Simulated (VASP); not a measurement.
# H7C6O8 (a cell with a defect) in VASP: further runs

Runs on H7C6O8 (a cell with a defect). Level: PBE+D3(BJ). Tasks: single point.

Program: VASP 6.6.1. These are calculated values, not measurements. Logs are shortened: lines on timing, memory, paths and dates and some standing lists are left out, and cuts for length are marked.

## Step 1: The cell of the first run

The cell holds a defect, 21 atoms: a = 5.266 Å, b = 5.452 Å, c = 8.584 Å, α = 71.49°, β = 76.18°, γ = 85.05°.

## Step 2: Single point, PBE+D3(BJ)

Contents of INCAR:

```
SYSTEM = H7C6O8
ALGO     = Normal         ! electronic algorithm
EDIFF    = 1E-6           ! SCF threshold, eV
ENCUT    = 520            ! plane-wave cutoff, eV
GGA      = PE             ! functional
ISIF     = 2              ! what is computed and relaxed
ISMEAR   = -1             ! smearing method
IVDW     = 12             ! dispersion correction
LASPH    = .TRUE.         ! aspherical terms in the spheres
LCHARG   = .FALSE.        ! write CHGCAR
LREAL    = Auto         
LWAVE    = .FALSE.        ! write WAVECAR
NBANDS   = 56             ! bands
NELM     = 60             ! most SCF steps
PREC     = Accurate       ! precision mode
SIGMA    = 0.05           ! smearing width, eV
```

Contents of KPOINTS:

```
k-points
0
G
  2 2 2
  0 0 0
```

Contents of POSCAR:

```
H7C6O8
1.0
    5.2658520000      0.0000000000      0.0000000000
    0.4708210000      5.4317370000      0.0000000000
    2.0503980000      2.5584150000      7.9336630000
H C O
7 6 8
Direct
    0.8823271298      0.3004565299      0.5715644841
    0.1163485215      0.6693179695      0.4321585124
    0.4713257555      0.2206858220      0.3193354696
    0.5732064851      0.5130110192      0.1734507755
    0.5051235149      0.5231369482      0.7922317850
    0.7999632696      0.0403331984      0.9726024410
    0.2454182261      0.9947040284      0.0035292651
    0.7860409349      0.4159571992      0.3599220184
    0.2166036741      0.5774474547      0.6374483010
    0.6301113520      0.3441478965      0.2540944832
    0.3536783966      0.6388360343      0.7517586769
    0.8144580384      0.2154709289      0.1367716274
    0.1947476992      0.7906908155      0.8601323248
    0.9025907769      0.6208192513      0.3156927639
    0.0836108049      0.3747791055      0.6888243173
    0.7783919730      0.2416273778      0.5141635081
    0.2151441506      0.7471799126      0.4862445002
    0.0473364617      0.1978331893      0.1286038996
    0.9583370939      0.8275569591      0.8742241761
    0.6733592197      0.1316087349      0.0537582703
    0.3373979605      0.8704509275      0.9422003430
```

Potentials or basis: VASP PAW PBE potentials, release 64 (H, C, O).

Run with:

```
$ cat potpaw_PBE.64/H/POTCAR potpaw_PBE.64/C/POTCAR potpaw_PBE.64/O/POTCAR > POTCAR
$ mpirun -np 1 vasp_std > vasp.out
```

OUTCAR:

```text
SYSTEM = H7C6O8
   EDIFF = 1E-6
   ENCUT = 520
   GGA = PE
   ISIF = 2
   ISMEAR = -1
   IVDW = 12
   LASPH = .TRUE.
   LREAL = Auto
   NELM = 60
   PREC = Accurate
 IVDW          = 12

 ion  position               nearest neighbor table
   1  0.882  0.300  0.572-  16 0.95
   2  0.116  0.669  0.432-  17 0.97
   3  0.471  0.221  0.319-  10 1.05
   4  0.573  0.513  0.173-  10 1.03
   5  0.505  0.523  0.792-  11 1.03
   6  0.800  0.040  0.973-  20 1.06
   7  0.245  0.995  0.004-  21 1.01
   8  0.786  0.416  0.360-  14 1.23  16 1.36  10 1.51
   9  0.217  0.577  0.637-  15 1.26  17 1.33  11 1.48
  10  0.630  0.344  0.254-   4 1.03   3 1.05   8 1.51  12 1.52
  11  0.354  0.639  0.752-   5 1.03   9 1.48  13 1.50
  12  0.814  0.215  0.137-  18 1.21  20 1.34  10 1.52
  13  0.195  0.791  0.860-  19 1.23  21 1.32  11 1.50
  14  0.903  0.621  0.316-   8 1.23
  15  0.084  0.375  0.689-   9 1.26
  16  0.778  0.242  0.514-   1 0.95   8 1.36
  17  0.215  0.747  0.486-   2 0.97   9 1.33
  18  0.047  0.198  0.129-  12 1.21
  19  0.958  0.828  0.874-  13 1.23
  20  0.673  0.132  0.054-   6 1.06  12 1.34
  21  0.337  0.870  0.942-   7 1.01  13 1.32

  LATTYP: Found a triclinic cell.
 ALAT       =     7.2454184923
 B/A-ratio  =     2.2569986170
 C/A-ratio  =     3.1082987204
 COS(alpha) =     0.0256107582
 COS(beta)  =     0.5385192522
 COS(gamma) =     0.8518247448

  Lattice vectors:

 A1 = (   4.7950310000,  -5.4317370000,   0.0000000000)
 A2 = (  11.6404600000,  -8.3050590000,   7.9336630000)
 A3 = (   0.2234140000, -15.9803040000, -15.8673260000)

Analysis of symmetry for initial positions (statically):
=====================================================================
 Subroutine PRICEL returns:
 Original cell was already a primitive cell.

 Routine SETGRP: Setting up the symmetry group for a
 triclinic supercell.

 Subroutine GETGRP returns: Found  1 space group operations
 (whereof  1 operations were pure point group operations)
 out of a pool of  2 trial point group operations.

The static configuration has the point symmetry C_1 .

Analysis of symmetry for dynamics (positions and initial velocities):
=====================================================================
 Subroutine PRICEL returns:
 Original cell was already a primitive cell.

 Routine SETGRP: Setting up the symmetry group for a
[... 129 lines left out ...]
   EDIFFG = 0.1E-04   stopping-criterion for IOM
   NSW    =      0    number of steps for IOM
   IBRION =     -1    ionic relax: 0-MD 1-quasi-New 2-CG
   NFREE  =      0    steps in history (QN), initial steepest desc. (CG)
   ISIF   =      2    stress and relaxation
   ISYM   =      2    0-nonsym 1-usesym 2-fastsym
   POTIM  = 0.5000    time-step for ionic-motion
   TEBEG  =    0.0;   TEEND  =   0.0 temperature during run
   PSTRESS=    0.0 pullay stress
   NELECT =      79.0000    total number of electrons
   NUPDOWN=      -1.0000    fix difference up-down
   EMIN   =  10.00;   EMAX   =-10.00  energy-range for DOS
   EFERMI =   0.00;   METHOD = LEGACY
   ISMEAR =    -1;   SIGMA  =   0.05  broadening in eV -4-tet -1-fermi 0-gaus
   EFERMI_NEDOS =   21; number of points for ismear=-14 and -15
   IALGO  =     38    algorithm
   IMIX   =      4    mixing-type and parameters
     AMIX     =   0.40;   BMIX     =  1.00
     AMIX_MAG =   1.60;   BMIX_MAG =  1.00
  volume/ion in A,a.u.               =      10.81        72.92
  Fermi-wavevector in a.u.,A,eV,Ry     =   1.151658  2.176318 18.045623  1.326316
  Thomas-Fermi vector in A             =   2.288314
   LORBIT       =      0    0 simple, 1 ext, 2 COOP (PROOUT), +10 PAW based schemes
   GGA     = PE    functional components
   LHFCALC =     F    Hartree Fock is set to
   AEXX    =    0.0000 exact exchange contribution
   IVDW    =    12    specifies the selected vdW correction
   LEPSILON=     F    determine dielectric tensor
   LRPA    =     F    only Hartree local field effects (RPA)
 non-spin polarized calculation
  energy-cutoff  :      520.00
  volume of cell :      226.92
 maximum number of plane-waves:      6132
 NGX is ok and might be reduce to    40
   NGX = 19   NGY = 21   NGZ = 31

 number of electron      79.0000006 magnetization

 Free energy of the ion-electron system (eV)
  ---------------------------------------------------
  ext. energy  EPLUGINS =         0.00000000
  ---------------------------------------------------
  free energy    TOTEN  =      -133.69101098 eV

  energy without entropy =     -133.62226119  energy(sigma->0) =     -133.65663608

 E-fermi :  -0.6573     XC(G=0):  -7.9059

 val. band max:       -0.6577377800   @ k =   0.0000   0.0000   0.0000
 cond. band min:      -0.6533032181   @ k =   0.0000   0.0000   0.5000
 fundamental gap:      0.0044345618
 Fermi energy:        -0.6573282847

 k-point     1 :       0.0000    0.0000    0.0000
  band No.  band energies     occupation
      1     -23.6315      2.00000
      2     -23.1875      2.00000
      3     -23.1281      2.00000
      4     -22.8033      2.00000
      5     -21.1495      2.00000
      6     -20.9372      2.00000
[... 421 lines left out ...]
     50       7.6342      0.00000
     51       8.0192      0.00000
 [bands above 51 left out]

------------------------ aborting loop because EDIFF is reached ----------------------------------------

 Edisp (eV)   -1.25848

 E8    (eV) :    -0.3019

  FORCE on cell =-STRESS in cart. coord.  units (eV):
  Direction    XX          YY          ZZ          XY          YZ          ZX
  --------------------------------------------------------------------------------------
  -------------------------------------------------------------------------------------
  Total       5.36100     0.62106    -0.87056     0.02410    -2.32330     1.21281
  in kB      37.85080     4.38496    -6.14651     0.17012   -16.40346     8.56294
  external pressure =       12.03 kB  Pullay stress =        0.00 kB

 VOLUME and BASIS-vectors are now :
 -----------------------------------------------------------------------------
  energy-cutoff  :      520.00
  volume of cell :      226.92
      direct lattice vectors                 reciprocal lattice vectors
     5.265852000  0.000000000  0.000000000     0.189902793 -0.016460705 -0.043770827
     0.470821000  5.431737000  0.000000000     0.000000000  0.184103170 -0.059368833
     2.050398000  2.558415000  7.933663000     0.000000000  0.000000000  0.126045182

 POSITION                                       TOTAL-FORCE (eV/Angst)
 -----------------------------------------------------------------------------------
      5.95960      3.09430      4.53460         1.705619      0.975421      1.139996
      1.81390      4.74120      3.42860        -1.386674     -0.416424     -1.020248
      3.24060      2.01570      2.53350        -1.171800     -0.650777      1.090766
      3.61560      3.23030      1.37610        -1.211607      1.908207     -1.408340
      4.53060      4.86840      6.28530         1.993668     -1.131378      0.600425
      6.22570      2.70740      7.71630        -0.681753      0.523083      0.850030
[... 13 lines left out ...]
      3.71800      0.85240      0.42650         1.409881     -0.964793     -1.206169
      4.11840      7.13860      7.47510         0.703964      0.480042      0.244081
 -----------------------------------------------------------------------------------
    total drift:                               -0.022068     -0.004726      0.010587

  FREE ENERGIE OF THE ION-ELECTRON SYSTEM (eV)
  ---------------------------------------------------
  free  energy   TOTEN  =      -134.9494862979 eV

  energy  without entropy=     -134.8807365020  energy(sigma->0) =     -134.91511140
```

OSZICAR:

```text
N       E                     dE             d eps       ncg     rms          rms(c)
DAV:   1     0.472414993748E+03    0.47241E+03   -0.39950E+04   896   0.127E+03
DAV:   2    -0.101974355173E+03   -0.57439E+03   -0.55223E+03  1096   0.304E+02
DAV:   3    -0.142926180483E+03   -0.40952E+02   -0.40582E+02  1080   0.849E+01
DAV:   4    -0.143536173997E+03   -0.60999E+00   -0.60860E+00  1096   0.113E+01
DAV:   5    -0.143551701180E+03   -0.15527E-01   -0.15521E-01  1104   0.168E+00    0.212E+01
DAV:   6    -0.134604406380E+03    0.89473E+01   -0.26869E+01  1064   0.223E+01    0.961E+00
DAV:   7    -0.133866483880E+03    0.73792E+00   -0.24115E+00  1144   0.758E+00    0.535E+00
DAV:   8    -0.133694904840E+03    0.17158E+00   -0.82070E-01  1096   0.443E+00    0.189E+00
DAV:   9    -0.133687925830E+03    0.69790E-02   -0.91459E-02  1136   0.170E+00    0.674E-01
DAV:  10    -0.133690106268E+03   -0.21804E-02   -0.23001E-02  1088   0.825E-01    0.244E-01
DAV:  11    -0.133690582428E+03   -0.47616E-03   -0.30248E-03  1056   0.315E-01    0.106E-01
DAV:  12    -0.133690921393E+03   -0.33896E-03   -0.81289E-04  1040   0.154E-01    0.455E-02
DAV:  13    -0.133691000911E+03   -0.79518E-04   -0.17159E-04  1072   0.842E-02    0.167E-02
DAV:  14    -0.133691011531E+03   -0.10620E-04   -0.39201E-05  1048   0.366E-02    0.108E-02
DAV:  15    -0.133691011060E+03    0.47061E-06   -0.10102E-05  1104   0.202E-02    0.336E-03
DAV:  16    -0.133691010981E+03    0.78743E-07   -0.18361E-06   808   0.860E-03
   1 F= -.13494949E+03 E0= -.13491511E+03  d E =-.687498E-01
```

Wall time 2.7 min (1 thread of Intel Xeon Platinum 8559C (Emerald Rapids), shared host); peak memory 0.33 GiB.

Results:

```
Free energy                : -134.9495 eV
Pressure                   : 1.2 GPa
Largest force              : 3.524 eV/Å
Band gap on the k mesh     : zero (an odd number of electrons rules out a gap without spin polarisation)
Dispersion energy per atom : -0.060 eV
```

Forces on the atoms (eV/Å):
```
H    1.706  0.975  1.140
H   -1.387 -0.416 -1.020
H   -1.172 -0.651  1.091
H   -1.212  1.908 -1.408
H    1.994 -1.131  0.600
H   -0.682  0.523  0.850
H   -0.296 -0.335 -0.010
C   -0.450 -0.155  1.202
C   -1.182 -0.546 -0.022
C    2.749 -0.691  0.488
C   -2.982  1.875 -0.106
C   -2.109  0.230  0.608
C    1.423 -0.917 -0.582
O    0.385  0.165 -0.346
O    0.974  0.626 -0.073
O   -2.082 -1.234 -1.797
O    1.807  0.644  1.258
O    1.664 -0.745 -0.767
O   -1.262  0.361 -0.142
O    1.410 -0.965 -1.206
O    0.704  0.480  0.244
```

Caveat: the k points lie up to 0.61 Å⁻¹ apart, too coarse for converged energies and pressures of a metal; an odd number of electrons without spin polarisation forces a metal; a magnetic or distorted state may lie lower.

(Part 1 of 4 ends here.)

The gap in the log of VASP goes by the Fermi energy; the results here count the filled bands.